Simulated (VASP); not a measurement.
# K4HgPd2 (R-3m) in VASP: a series of runs

K4HgPd2 is run at these levels: r2SCAN; tasks: single point.

All numbers are computed with VASP 6.6.1; they aren't measurements. Logs are shortened: lines on timing, memory, paths and dates and some standing lists are left out, and cuts for length are marked.

## 1. The cell of the first run

It takes space group R-3m (No. 166, trigonal). Conventional cell: a = 5.567 Å, b = 5.567 Å, c = 26.480 Å, α = 90.00°, β = 90.00°, γ = 120.00°. Within 4.4 Å of K (site symmetry 3m) lie 3 Pd at 3.33 Å and 3 Hg at 3.54 Å and 6 K at 3.70 to 4.36 Å. K (site symmetry 3m) has 4 Pd at 3.17 to 3.36 Å and 6 K at 3.70 to 3.89 Å within 4.2 Å. Within 3.1 Å of Hg (site symmetry -3m) lie 2 Pd at 2.34 Å. Pd (site symmetry 3m) has 1 Hg at 2.34 Å and 7 K at 3.17 to 3.36 Å within 3.4 Å.

## 2. Single point, r2SCAN

Contents of POSCAR:

```
K4HgPd2
1.0
    2.7833057800      4.8208275400      0.0000000000
   -2.7833057800      4.8208275400      0.0000000000
    0.0000000000     -3.2138817200      8.8268048100
K Hg Pd
4 1 2
Direct
    0.3891000000      0.3891000000      0.1673000000
    0.6109000000      0.6109000000      0.8327000000
    0.2080000000      0.2080000000      0.6240000000
    0.7920000000      0.7920000000      0.3760000000
    0.0000000000      0.0000000000      0.0000000000
    0.0883000000      0.0883000000      0.2649000000
    0.9117000000      0.9117000000      0.7351000000
```

Contents of INCAR.step1:

```
PREC = Accurate ; ENCUT = 520
ISMEAR = -1 ; SIGMA = 0.1
LREAL = F ; LASPH = T
NELM = 100 ; NBANDS = 43
GGA = PE ; ALGO = Normal
EDIFF = 1E-4 ; LWAVE = T
LCHARG = F
```

Contents of INCAR.step2:

```
PREC = Accurate ; ENCUT = 520
EDIFF = 1E-6 ; ISMEAR = -1
SIGMA = 0.1 ; LREAL = F
LASPH = T ; NELM = 100
ALGO = Normal ; ISIF = 2
LWAVE = F ; LCHARG = F
METAGGA = R2SCAN ; LMIXTAU = T
NBANDS = 43 ; ISTART = 1
```

Contents of KPOINTS:

```
Automatic mesh
0
Gamma
  4 4 4
```

Potentials or basis: VASP PAW PBE potentials, release 64 (K_sv, Hg, Pd).

Launch:

```console
cat potpaw_PBE.64/K_sv/POTCAR potpaw_PBE.64/Hg/POTCAR potpaw_PBE.64/Pd/POTCAR > POTCAR
cp INCAR.step1 INCAR
mpirun -np 1 vasp_std > vasp.out
cp INCAR.step2 INCAR
mpirun -np 1 vasp_std > vasp.out
```

OUTCAR:

```text
PREC = Accurate
   ENCUT = 520
   EDIFF = 1E-6
   ISMEAR = -1
   LREAL = F
   LASPH = T
   NELM = 100
   ISIF = 2
   METAGGA = R2SCAN
   ISTART = 1

 ion  position               nearest neighbor table
   1  0.389  0.389  0.167-   6 3.33   6 3.33   6 3.33   5 3.54   5 3.54   5 3.54   4 3.70   4 3.70
                             4 3.70
   2  0.611  0.611  0.833-   7 3.33   7 3.33   7 3.33   5 3.54   5 3.54   5 3.54   3 3.70   3 3.70
                             3 3.70
   3  0.208  0.208  0.624-   6 3.17   7 3.36   7 3.36   7 3.36   2 3.70   2 3.70   2 3.70
   4  0.792  0.792  0.376-   7 3.17   6 3.36   6 3.36   6 3.36   1 3.70   1 3.70   1 3.70
   5  0.000  0.000  0.000-   6 2.34   7 2.34   2 3.54   2 3.54   1 3.54   1 3.54   1 3.54   2 3.54

   6  0.088  0.088  0.265-   5 2.34   3 3.17   1 3.33   1 3.33   1 3.33   4 3.36   4 3.36   4 3.36

   7  0.912  0.912  0.735-   5 2.34   4 3.17   2 3.33   2 3.33   2 3.33   3 3.36   3 3.36   3 3.36

  LATTYP: Found a trigonal (rhomboedric) cell.
 ALAT       =     9.3936973066
 COS(alpha) =     0.8244184578

  Lattice vectors:

 A1 = (  -2.7833057800,   1.6069458200,   8.8268048100)
 A2 = (   0.0000000000,  -3.2138817200,   8.8268048100)
 A3 = (   2.7833057800,   1.6069458200,   8.8268048100)

Analysis of symmetry for initial positions (statically):
=====================================================================
 Subroutine PRICEL returns:
 Original cell was already a primitive cell.

 Routine SETGRP: Setting up the symmetry group for a
 trigonal (rhombohedral) supercell.

 Subroutine GETGRP returns: Found 12 space group operations
 (whereof 12 operations were pure point group operations)
 out of a pool of 12 trial point group operations.

The static configuration has the point symmetry D_3d.

Analysis of symmetry for dynamics (positions and initial velocities):
=====================================================================
 Subroutine PRICEL returns:
 Original cell was already a primitive cell.

 Routine SETGRP: Setting up the symmetry group for a
 trigonal (rhombohedral) supercell.

 Subroutine GETGRP returns: Found 12 space group operations
 (whereof 12 operations were pure point group operations)
 out of a pool of 12 trial point group operations.

The dynamic configuration has the point symmetry D_3d.

 Subroutine INISYM returns: Found 12 space group operations
 (whereof 12 operations are pure point group operations),
 and found     1 'primitive' translations

----------------------------------------------------------------------------------------

                                     Primitive cell

  volume of cell :     236.8733

  direct lattice vectors                    reciprocal lattice vectors
     2.783305780  4.820827540  0.000000000     0.179642497  0.103716633  0.037763721
    -2.783305780  4.820827540  0.000000000    -0.179642497  0.103716633  0.037763721
     0.000000000 -3.213881720  8.826804810     0.000000000  0.000000000  0.113291278

  length of vectors
     5.566612007  5.566612007  9.393695698     0.210842750  0.210842750  0.113291278

  position of ions in fractional coordinates (direct lattice)
     0.389100000  0.389100000  0.167300000
     0.610900000  0.610900000  0.832700000
     0.208000000  0.208000000  0.624000000
     0.792000000  0.792000000  0.376000000
     0.000000000  0.000000000  0.000000000
     0.088300000  0.088300000  0.264900000
     0.911700000  0.911700000  0.735100000

  ion indices of the primitive-cell ions
   primitive index   ion index
                 1           1
                 2           2
                 3           3
                 4           4
                 5           5
                 6           6
                 7           7

----------------------------------------------------------------------------------------

 KPOINTS: Automatic mesh

Automatic generation of k-mesh.
 Grid dimensions read from file:
 generate k-points for:    4    4    4

 Generating k-lattice:

  Cartesian coordinates                     Fractional coordinates (reciprocal lattice)
     0.044910624  0.025929158  0.009440930     0.250000000  0.000000000  0.000000000
    -0.044910624  0.025929158  0.009440930     0.000000000  0.250000000  0.000000000
     0.000000000  0.000000000  0.028322820     0.000000000  0.000000000  0.250000000

  Length of vectors
     0.052710687  0.052710687  0.028322820

  Shift w.r.t. Gamma in fractional coordinates (k-lattice)
     0.000000000  0.000000000  0.000000000

 Subroutine IBZKPT returns following result:
 ===========================================

 Found     13 irreducible k-points:

 Following reciprocal coordinates:
            Coordinates               Weight
  0.000000  0.000000  0.000000      1.000000
  0.250000 -0.000000  0.000000      6.000000
  0.500000 -0.000000  0.000000      3.000000
  0.250000  0.250000  0.000000      6.000000
  0.500000  0.250000  0.000000     12.000000
 -0.250000  0.250000  0.000000      6.000000
  0.500000  0.500000  0.000000      3.000000
  0.000000  0.000000  0.250000      2.000000
  0.250000 -0.000000  0.250000      6.000000
  0.500000 -0.000000  0.250000      6.000000
  0.250000  0.250000  0.250000      6.000000
  0.500000  0.250000  0.250000      6.000000
  0.000000  0.000000  0.500000      1.000000
   k-points           NKPTS =     13   k-points in BZ     NKDIM =     13   number of bands    NBANDS=     43
   number of dos      NEDOS =    301   number of ions     NIONS =      7
   total plane-waves  NPLWV = 123480
   dimension x,y,z NGX =    42 NGY =   42 NGZ =   70
   dimension x,y,z NGXF=    84 NGYF=   84 NGZF=  140
   ions per type =               4   1   2
   NGX,Y,Z   is equivalent  to a cutoff of  12.54, 12.54, 12.39 a.u.
   NGXF,Y,Z  is equivalent  to a cutoff of  25.09, 25.09, 24.78 a.u.
 SYSTEM =  unknown system
   PREC   = accura    normal or accurate (medium, high low for compatibility)
   ISTART =      1    job   : 0-new  1-cont  2-samecut
   ICHARG =      0    charge: 1-file 2-atom 10-const
   ISPIN  =      1    spin polarized calculation?
   LNONCOLLINEAR =      F non collinear calculations
   LSORBIT =      F    spin-orbit coupling
   LASPH  =      T    aspherical Exc in radial PAW
   ENCUT  =  520.0 eV  38.22 Ry    6.18 a.u.  10.35 10.35 17.47*2*pi/ulx,y,z
   NELM   =    100;   NELMIN=  2; NELMDL=  0     # of ELM steps
   EDIFF  = 0.1E-05   stopping-criterion for ELM
   LREAL  =      F    real-space projection
   EDIFFG = 0.1E-04   stopping-criterion for IOM
   NSW    =      0    number of steps for IOM
   IBRION =     -1    ionic relax: 0-MD 1-quasi-New 2-CG
   NFREE  =      0    steps in history (QN), initial steepest desc. (CG)
   ISIF   =      2    stress and relaxation
   ISYM   =      2    0-nonsym 1-usesym 2-fastsym
   POTIM  = 0.5000    time-step for ionic-motion
   TEBEG  =    0.0;   TEEND  =   0.0 temperature during run
   PSTRESS=    0.0 pullay stress
   NELECT =      68.0000    total number of electrons
   NUPDOWN=      -1.0000    fix difference up-down
   EMIN   =  10.00;   EMAX   =-10.00  energy-range for DOS
   EFERMI =   0.00;   METHOD = LEGACY
   ISMEAR =    -1;   SIGMA  =   0.10  broadening in eV -4-tet -1-fermi 0-gaus
   EFERMI_NEDOS =   21; number of points for ismear=-14 and -15
   IALGO  =     38    algorithm
   IMIX   =      4    mixing-type and parameters
     AMIX     =   0.40;   BMIX     =  1.00
     AMIX_MAG =   1.60;   BMIX_MAG =  1.00
  volume/ion in A,a.u.               =      33.84       228.36
  Fermi-wavevector in a.u.,A,eV,Ry     =   1.079955  2.040820 15.868523  1.166304
  Thomas-Fermi vector in A             =   2.215934
   LORBIT       =      0    0 simple, 1 ext, 2 COOP (PROOUT), +10 PAW based schemes
   METAGGA = R2SCAN    functional components
   LHFCALC =     F    Hartree Fock is set to
   AEXX    =    0.0000 exact exchange contribution
   IVDW    =     0    specifies the selected vdW correction
   LEPSILON=     F    determine dielectric tensor
   LRPA    =     F    only Hartree local field effects (RPA)
 non-spin polarized calculation
  energy-cutoff  :      520.00
  volume of cell :      236.87
 maximum number of plane-waves:      6411
 NGX is ok and might be reduce to    42
   NGX = 21   NGY = 21   NGZ = 35

 number of electron      68.0000002 magnetization

 Free energy of the ion-electron system (eV)
  ---------------------------------------------------
  ext. energy  EPLUGINS =         0.00000000
  ---------------------------------------------------
  free energy    TOTEN  =      -118.36417214 eV

  energy without entropy =     -118.27330081  energy(sigma->0) =     -118.31873647

 E-fermi :   1.9841     XC(G=0):  -8.3793

 val. band max:        1.7259284353   @ k =   0.5000   0.2500   0.2500
 cond. band min:       1.9974777378   @ k =   0.2500  -0.0000   0.2500
 fundamental gap:      0.2715493025
 Fermi energy:         1.9841166507

 k-point     1 :       0.0000    0.0000    0.0000
  band No.  band energies     occupation
      1     -30.8779      2.00000
      2     -30.8682      2.00000
      3     -30.8321      2.00000
      4     -30.8137      2.00000
      5     -13.6935      2.00000
      6     -13.6894      2.00000
[... 35 lines left out ...]
     42       5.4993      0.00000
     43       6.0300      0.00000

 k-point     2 :       0.2500   -0.0000    0.0000
  band No.  band energies     occupation
      1     -30.8721      2.00000
      2     -30.8659      2.00000
      3     -30.8339      2.00000
      4     -30.8195      2.00000
      5     -13.7300      2.00000
      6     -13.7018      2.00000
[... 35 lines left out ...]
     42       5.6183      0.00000
     43       6.3748      0.00000

 k-point     3 :       0.5000   -0.0000    0.0000
  band No.  band energies     occupation
      1     -30.8649      2.00000
      2     -30.8633      2.00000
      3     -30.8351      2.00000
      4     -30.8276      2.00000
      5     -13.7660      2.00000
      6     -13.7244      2.00000
[... 413 lines left out ...]
      6     -13.7241      2.00000
[... 35 lines left out ...]
     42       5.5742      0.00000
     43       6.5504      0.00000

 k-point    13 :       0.0000    0.0000    0.5000
  band No.  band energies     occupation
      1     -30.8736      2.00000
      2     -30.8732      2.00000
      3     -30.8310      2.00000
      4     -30.8141      2.00000
      5     -13.6918      2.00000
      6     -13.6785      2.00000
[... 35 lines left out ...]
     42       5.8228      0.00000
     43       6.4096      0.00000

------------------------ aborting loop because EDIFF is reached ----------------------------------------

  FORCE on cell =-STRESS in cart. coord.  units (eV):
  Direction    XX          YY          ZZ          XY          YZ          ZX
  --------------------------------------------------------------------------------------
  -------------------------------------------------------------------------------------
  Total        1.4523046      1.4523049     19.3740353      0.0000000      0.0000073      0.0000000
  in kB        9.8231834      9.8231855    131.0432436      0.0000000      0.0000491      0.0000000
  external PRESSURE =      50.2298709 kB  Pullay stress =       0.0000000 kB

 VOLUME and BASIS-vectors are now :
 -----------------------------------------------------------------------------
  energy-cutoff  :      520.00
  volume of cell :      236.87
      direct lattice vectors                 reciprocal lattice vectors
     2.783305780  4.820827540  0.000000000     0.179642497  0.103716633  0.037763721
    -2.783305780  4.820827540  0.000000000    -0.179642497  0.103716633  0.037763721
     0.000000000 -3.213881720  8.826804810     0.000000000  0.000000000  0.113291278

 POSITION                                       TOTAL-FORCE (eV/Angst)
 -----------------------------------------------------------------------------------
      0.00000      3.21389      1.47672         0.000000     -0.000000     -0.093391
      0.00000      3.21389      7.35008         0.000000      0.000000      0.093391
      0.00000      0.00000      5.50793         0.000000      0.000000      0.164569
      0.00000      6.42777      3.31888         0.000000     -0.000000     -0.164569
      0.00000      0.00000      0.00000         0.000000      0.000000      0.000000
      0.00000      0.00000      2.33822         0.000000      0.000001      3.666202
      0.00000      6.42777      6.48858         0.000000     -0.000001     -3.666202
 -----------------------------------------------------------------------------------
    total drift:                               -0.000000      0.000000     -0.000000

  FREE ENERGIE OF THE ION-ELECTRON SYSTEM (eV)
  ---------------------------------------------------
  free  energy   TOTEN  =      -118.3641721385 eV

  energy  without entropy=     -118.2733008087  energy(sigma->0) =     -118.31873647
```

Run time: 4.6 min. Hardware: 1 thread of Intel Xeon 6975P-C (Granite Rapids), shared host; peak memory 0.45 GiB.

What came out:

```yaml
Free_energy: -118.3642 eV
Pressure: 5.0 GPa
Largest_force: 3.666 eV/Å
Band_gap_on_the_k_mesh: zero (bands 34 and 35 overlap by 0.81 eV)
```

Forces on the atoms (eV/Å):
```
K    0.000  0.000 -0.093
K    0.000  0.000  0.093
K    0.000  0.000  0.165
K    0.000  0.000 -0.165
Hg   0.000  0.000  0.000
Pd   0.000  0.000  3.666
Pd   0.000  0.000 -3.666
```

Caveat: the stress differs along the axes, from 1 to 13 GPa; the PAW data sets were made with another functional, which shifts forces and pressure a little; spin-orbit coupling is left out, which moves the levels of the heavy elements.

[end of part 1 of 2]

The gap in the log of VASP goes by the Fermi energy; the results here count the filled bands.